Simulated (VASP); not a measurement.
# LiNb3P (P4/mmm) in VASP: notebook

The runs below take LiNb3P through single point, with PBE.

Everything below comes from runs of VASP 6.6.1. Logs are shortened: lines on timing, memory, paths and dates and some standing lists are left out, and cuts for length are marked.

### 1 The cell of the first run

Symmetry: P4/mmm, No. 123, tetragonal system. Conventional cell: a = 3.388 Å, b = 3.388 Å, c = 7.493 Å, α = 90.00°, β = 90.00°, γ = 90.00°. Li (site symmetry 4/mmm) has 4 Nb at 2.40 Å within 3.2 Å. Nb (site symmetry 4/mmm) has 4 Li at 2.40 Å and 2 Nb at 2.40 Å within 3.2 Å. Within 3.2 Å of Nb (site symmetry 4mm) lie 2 Nb at 2.40 to 2.69 Å and 4 P at 2.75 Å. P (site symmetry 4/mmm) has 8 Nb at 2.75 Å and 4 P at 3.39 Å within 3.6 Å.

### 2 Single point, PBE

INCAR reads:

```
ALGO = Normal ; EDIFF = 1E-7
ENCUT = 520 ; GGA = PE
ISIF = 2 ; ISMEAR = 0
LASPH = True ; LCHARG = False
LREAL = False ; LWAVE = False
NBANDS = 32 ; NELM = 60
PREC = Accurate ; SIGMA = 0.1
```

KPOINTS reads:

```
k-points
0
Gamma
  4 4 4
```

POSCAR reads:

```
LiNb3P
1.0
    3.3880677504      0.0000000000      0.0000000000
    0.0000000000      3.3880677504      0.0000000000
    0.0000000000      0.0000000000      7.4930919316
Li Nb P
1 3 1
Direct
    0.0000000000      0.0000000000      0.0000000000
    0.5000000000      0.5000000000      0.0000000000
    0.5000000000      0.5000000000      0.3203818143
    0.5000000000      0.5000000000      0.6796181857
    0.0000000000      0.0000000000      0.5000000000
```

Potentials or basis: VASP PAW PBE potentials, release 64 (Li_sv, Nb_sv, P).

Command:

```bash
$ cat potpaw_PBE.64/Li_sv/POTCAR potpaw_PBE.64/Nb_sv/POTCAR potpaw_PBE.64/P/POTCAR > POTCAR
$ mpirun -np 1 vasp_std > vasp.out
```

OUTCAR:

```text
EDIFF = 1E-7
   ENCUT = 520
   GGA = PE
   ISIF = 2
   ISMEAR = 0
   LASPH = True
   LREAL = False
   NELM = 60
   PREC = Accurate

 ion  position               nearest neighbor table
   1  0.000  0.000  0.000-   2 2.40   2 2.40   2 2.40   2 2.40
   2  0.500  0.500  0.000-   1 2.40   1 2.40   1 2.40   1 2.40   4 2.40   3 2.40
   3  0.500  0.500  0.320-   2 2.40   4 2.69   5 2.75   5 2.75   5 2.75   5 2.75
   4  0.500  0.500  0.680-   2 2.40   3 2.69   5 2.75   5 2.75   5 2.75   5 2.75
   5  0.000  0.000  0.500-   3 2.75   4 2.75   3 2.75   4 2.75   3 2.75   4 2.75   3 2.75   4 2.75

  LATTYP: Found a simple tetragonal cell.
 ALAT       =     3.3880677504
 C/A-ratio  =     2.2116121883

  Lattice vectors:

 A1 = (   3.3880677504,   0.0000000000,   0.0000000000)
 A2 = (   0.0000000000,   3.3880677504,   0.0000000000)
 A3 = (   0.0000000000,   0.0000000000,   7.4930919316)

Analysis of symmetry for initial positions (statically):
=====================================================================
 Subroutine PRICEL returns:
 Original cell was already a primitive cell.

 Routine SETGRP: Setting up the symmetry group for a
 simple tetragonal supercell.

 Subroutine GETGRP returns: Found 16 space group operations
 (whereof 16 operations were pure point group operations)
 out of a pool of 16 trial point group operations.

The static configuration has the point symmetry D_4h.

Analysis of symmetry for dynamics (positions and initial velocities):
=====================================================================
 Subroutine PRICEL returns:
 Original cell was already a primitive cell.

 Routine SETGRP: Setting up the symmetry group for a
 simple tetragonal supercell.

 Subroutine GETGRP returns: Found 16 space group operations
 (whereof 16 operations were pure point group operations)
 out of a pool of 16 trial point group operations.

The dynamic configuration has the point symmetry D_4h.

 Subroutine INISYM returns: Found 16 space group operations
 (whereof 16 operations are pure point group operations),
 and found     1 'primitive' translations

----------------------------------------------------------------------------------------

                                     Primitive cell

  volume of cell :      86.0132

  direct lattice vectors                    reciprocal lattice vectors
     3.388067750  0.000000000  0.000000000     0.295153484  0.000000000  0.000000000
     0.000000000  3.388067750  0.000000000     0.000000000  0.295153484  0.000000000
     0.000000000  0.000000000  7.493091932     0.000000000  0.000000000  0.133456257

  length of vectors
     3.388067750  3.388067750  7.493091932     0.295153484  0.295153484  0.133456257

  position of ions in fractional coordinates (direct lattice)
     0.000000000  0.000000000  0.000000000
     0.500000000  0.500000000  0.000000000
     0.500000000  0.500000000  0.320381814
     0.500000000  0.500000000  0.679618186
     0.000000000  0.000000000  0.500000000

  ion indices of the primitive-cell ions
   primitive index   ion index
                 1           1
                 2           2
                 3           3
                 4           4
                 5           5

----------------------------------------------------------------------------------------

 KPOINTS: k-points

Automatic generation of k-mesh.
 Grid dimensions read from file:
 generate k-points for:    4    4    4

 Generating k-lattice:

  Cartesian coordinates                     Fractional coordinates (reciprocal lattice)
     0.073788371  0.000000000  0.000000000     0.250000000  0.000000000  0.000000000
     0.000000000  0.073788371  0.000000000     0.000000000  0.250000000  0.000000000
     0.000000000  0.000000000  0.033364064     0.000000000  0.000000000  0.250000000

  Length of vectors
     0.073788371  0.073788371  0.033364064

  Shift w.r.t. Gamma in fractional coordinates (k-lattice)
     0.000000000  0.000000000  0.000000000

 Subroutine IBZKPT returns following result:
 ===========================================

 Found     18 irreducible k-points:

 Following reciprocal coordinates:
            Coordinates               Weight
  0.000000  0.000000  0.000000      1.000000
  0.250000  0.000000  0.000000      4.000000
  0.500000  0.000000  0.000000      2.000000
  0.250000  0.250000  0.000000      4.000000
  0.500000  0.250000  0.000000      4.000000
  0.500000  0.500000  0.000000      1.000000
[... 10 lines left out ...]
  0.500000  0.250000  0.500000      4.000000
  0.500000  0.500000  0.500000      1.000000
   k-points           NKPTS =     18   k-points in BZ     NKDIM =     18   number of bands    NBANDS=     32
   number of dos      NEDOS =    301   number of ions     NIONS =      5
   total plane-waves  NPLWV =  43904
   dimension x,y,z NGX =    28 NGY =   28 NGZ =   56
   dimension x,y,z NGXF=    56 NGYF=   56 NGZF=  112
   ions per type =               1   3   1
   NGX,Y,Z   is equivalent  to a cutoff of  13.74, 13.74, 12.42 a.u.
   NGXF,Y,Z  is equivalent  to a cutoff of  27.48, 27.48, 24.85 a.u.
 SYSTEM =  unknown system
   PREC   = accura    normal or accurate (medium, high low for compatibility)
   ISTART =      0    job   : 0-new  1-cont  2-samecut
   ICHARG =      2    charge: 1-file 2-atom 10-const
   ISPIN  =      1    spin polarized calculation?
   LNONCOLLINEAR =      F non collinear calculations
   LSORBIT =      F    spin-orbit coupling
   LASPH  =      T    aspherical Exc in radial PAW
   ENCUT  =  520.0 eV  38.22 Ry    6.18 a.u.   6.30  6.30 13.93*2*pi/ulx,y,z
   NELM   =     60;   NELMIN=  2; NELMDL= -5     # of ELM steps
   EDIFF  = 0.1E-06   stopping-criterion for ELM
   LREAL  =      F    real-space projection
   EDIFFG = 0.1E-05   stopping-criterion for IOM
   NSW    =      0    number of steps for IOM
   IBRION =     -1    ionic relax: 0-MD 1-quasi-New 2-CG
   NFREE  =      0    steps in history (QN), initial steepest desc. (CG)
   ISIF   =      2    stress and relaxation
   ISYM   =      2    0-nonsym 1-usesym 2-fastsym
   POTIM  = 0.5000    time-step for ionic-motion
   TEBEG  =    0.0;   TEEND  =   0.0 temperature during run
   PSTRESS=    0.0 pullay stress
   NELECT =      47.0000    total number of electrons
   NUPDOWN=      -1.0000    fix difference up-down
   EMIN   =  10.00;   EMAX   =-10.00  energy-range for DOS
   EFERMI =   0.00;   METHOD = LEGACY
   ISMEAR =     0;   SIGMA  =   0.10  broadening in eV -4-tet -1-fermi 0-gaus
   EFERMI_NEDOS =   21; number of points for ismear=-14 and -15
   IALGO  =     38    algorithm
   IMIX   =      4    mixing-type and parameters
     AMIX     =   0.40;   BMIX     =  1.00
     AMIX_MAG =   1.60;   BMIX_MAG =  1.00
  volume/ion in A,a.u.               =      17.20       116.09
  Fermi-wavevector in a.u.,A,eV,Ry     =   1.338399  2.529208 24.372289  1.791313
  Thomas-Fermi vector in A             =   2.466873
   LORBIT       =      0    0 simple, 1 ext, 2 COOP (PROOUT), +10 PAW based schemes
   GGA     = PE    functional components
   LHFCALC =     F    Hartree Fock is set to
   AEXX    =    0.0000 exact exchange contribution
   IVDW    =     0    specifies the selected vdW correction
   LEPSILON=     F    determine dielectric tensor
   LRPA    =     F    only Hartree local field effects (RPA)
 non-spin polarized calculation
 Gauss-broadening in eV      SIGMA  =   0.10
  energy-cutoff  :      520.00
  volume of cell :       86.01
 maximum number of plane-waves:      2331
 NGX is ok and might be reduce to    28
   NGX = 13   NGY = 13   NGZ = 27

 number of electron      46.9999984 magnetization

 Free energy of the ion-electron system (eV)
  ---------------------------------------------------
  ext. energy  EPLUGINS =         0.00000000
  ---------------------------------------------------
  free energy    TOTEN  =       -35.19988429 eV

  energy without entropy =      -35.18707368  energy(sigma->0) =      -35.19347898

 E-fermi :   8.9781     XC(G=0): -11.3006

 val. band max:        8.9365198699   @ k =   0.2500   0.0000   0.5000
 cond. band min:       9.0683377358   @ k =   0.2500   0.0000   0.2500
 fundamental gap:      0.1318178659
 Fermi energy:         8.9780571201

 k-point     1 :       0.0000    0.0000    0.0000
  band No.  band energies     occupation
      1     -46.2321      2.00000
      2     -46.0867      2.00000
      3     -45.2059      2.00000
      4     -36.3273      2.00000
      5     -22.9641      2.00000
      6     -22.6434      2.00000
[... 24 lines left out ...]
     31      11.4857      0.00000
     32      13.0194      0.00000

 k-point     2 :       0.2500    0.0000    0.0000
  band No.  band energies     occupation
      1     -46.2249      2.00000
      2     -46.0801      2.00000
      3     -45.1976      2.00000
      4     -36.3323      2.00000
      5     -22.9527      2.00000
      6     -22.6286      2.00000
[... 24 lines left out ...]
     31      12.2172      0.00000
     32      13.1051      0.00000

 k-point     3 :       0.5000    0.0000    0.0000
  band No.  band energies     occupation
      1     -46.2177      2.00000
      2     -46.0736      2.00000
      3     -45.1892      2.00000
      4     -36.3374      2.00000
      5     -22.9412      2.00000
      6     -22.6131      2.00000
[... 24 lines left out ...]
     31      13.1847      0.00000
     32      13.2168      0.00000

 k-point     4 :       0.2500    0.2500    0.0000
  band No.  band energies     occupation
      1     -46.2179      2.00000
      2     -46.0737      2.00000
      3     -45.1900      2.00000
      4     -36.3331      2.00000
      5     -22.9415      2.00000
      6     -22.6147      2.00000
[... 444 lines left out ...]
     31      11.3491      0.00000
     32      12.8471      0.00000

 k-point    17 :       0.5000    0.2500    0.5000
  band No.  band energies     occupation
      1     -46.1666      2.00000
      2     -46.1178      2.00000
      3     -45.1757      2.00000
      4     -36.3340      2.00000
      5     -23.3562      2.00000
      6     -22.3951      2.00000
[... 24 lines left out ...]
     31      12.6763      0.00000
     32      12.8385      0.00000

 k-point    18 :       0.5000    0.5000    0.5000
  band No.  band energies     occupation
      1     -46.1598      2.00000
      2     -46.1112      2.00000
      3     -45.1689      2.00000
      4     -36.3305      2.00000
      5     -23.3425      2.00000
      6     -22.3790      2.00000
[... 24 lines left out ...]
     31      13.3067      0.00000
     32      13.4798      0.00000

------------------------ aborting loop because EDIFF is reached ----------------------------------------

  FORCE on cell =-STRESS in cart. coord.  units (eV):
  Direction    XX          YY          ZZ          XY          YZ          ZX
  --------------------------------------------------------------------------------------
  -------------------------------------------------------------------------------------
  Total       -0.0761482     -0.0761482     -0.1207546      0.0000000      0.0000000      0.0000000
  in kB       -1.4184213     -1.4184213     -2.2493077      0.0000000      0.0000000      0.0000000
  external PRESSURE =      -1.6953834 kB  Pullay stress =       0.0000000 kB

 VOLUME and BASIS-vectors are now :
 -----------------------------------------------------------------------------
  energy-cutoff  :      520.00
  volume of cell :       86.01
      direct lattice vectors                 reciprocal lattice vectors
     3.388067750  0.000000000  0.000000000     0.295153484  0.000000000  0.000000000
     0.000000000  3.388067750  0.000000000     0.000000000  0.295153484  0.000000000
     0.000000000  0.000000000  7.493091932     0.000000000  0.000000000  0.133456257

 POSITION                                       TOTAL-FORCE (eV/Angst)
 -----------------------------------------------------------------------------------
      0.00000      0.00000      0.00000         0.000000      0.000000      0.000000
      1.69403      1.69403      0.00000         0.000000      0.000000      0.000000
      1.69403      1.69403      2.40065         0.000000     -0.000000      0.009968
      1.69403      1.69403      5.09244         0.000000      0.000000     -0.009968
      0.00000      0.00000      3.74655         0.000000      0.000000      0.000000
 -----------------------------------------------------------------------------------
    total drift:                                0.000000      0.000000      0.000000

  FREE ENERGIE OF THE ION-ELECTRON SYSTEM (eV)
  ---------------------------------------------------
  free  energy   TOTEN  =       -35.1998842877 eV

  energy  without entropy=      -35.1870736790  energy(sigma->0) =      -35.19347898
```

Run time: 40 s. Hardware: 1 thread of Intel Xeon 6975P-C (Granite Rapids), shared host; peak memory 0.2 GiB.

Results:

```
Free energy   : -35.1999 eV
Largest force : 0.010 eV/Å
```

Forces on the atoms (eV/Å):
```
Li   0.000  0.000  0.000
Nb   0.000  0.000  0.000
Nb   0.000  0.000  0.010
Nb   0.000  0.000 -0.010
P    0.000  0.000  0.000
```

Caveat: the k points lie up to 0.46 Å⁻¹ apart; the cutoff is under 1.25 times the usual one of these potentials, so pressure, stress and relaxed cells hold a basis-set (Pulay) error.

[end of part 1 of 2]
